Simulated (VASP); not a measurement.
Wanted: the native input for a VASP 6.6.1 run.

* Task: single point
* Functional: PBEsol
* Potentials or basis: VASP PAW PBE potentials, release 64 (K_sv, I)
* Cutoff: 520 eV
* k mesh: 6 × 6 × 2
* Occupations: fermi-dirac, width 0.052 eV
* Spin: no spin polarisation
* Dipole correction: no
* Further INCAR settings: ALGO = Normal; EDIFF = 1e-07; NBANDS = 24

The structure of KI lies in POSCAR:

```
KI
1.0
    6.0394507995      0.0000000000      0.0000000000
   -3.0197253998      5.2303178172      0.0000000000
    0.0000000000      0.0000000000      7.0391247621
K I
2 2
Direct
    0.3313905824      0.6578068714     -0.0640816885
    0.6825187708      0.3474238208      0.4504596959
    0.3301638388      0.6641535221      0.4343062672
    0.6655508743      0.3342349473      0.9371882475
```

One way to write it, as run:

INCAR

```
SYSTEM = KI
  ALGO = Normal
  EDIFF = 1E-7
  ENCUT = 520
  GGA = PS
  ISIF = 2
  ISMEAR = -1
  LASPH = .TRUE.
  LCHARG = .TRUE.
  LELF = .TRUE.
  LREAL = .FALSE.
  LVHAR = .TRUE.
  LWAVE = .FALSE.
  NBANDS = 24
  NELM = 60
  PREC = Accurate
  SIGMA = 0.052
```

KPOINTS

```
k-points
0
G
  6 6 2
  0 0 0
```

Potentials or basis: VASP PAW PBE potentials, release 64 (K_sv, I).

The run is started by

```console
$ cat potpaw_PBE.64/K_sv/POTCAR potpaw_PBE.64/I/POTCAR > POTCAR
$ mpirun -np 1 vasp_std > vasp.out
```

It gave:

```yaml
Pressure: -0.2 GPa
Largest_force: 0.162 eV/Å
Band_gap_on_the_k_mesh: 3.76 eV
```

Caveat: the k points lie up to 0.45 Å⁻¹ apart; the structure was generated, so it needn't be the stable form of KI; the PAW data sets were made with another functional, which shifts forces and pressure a little; spin-orbit coupling is left out, which moves the levels of the heavy elements.

Wall time 3.2 min on 1 thread of Intel(R) Xeon(R) 6975P-C (Granite Rapids) (shared host), peak memory 0.43 GiB.
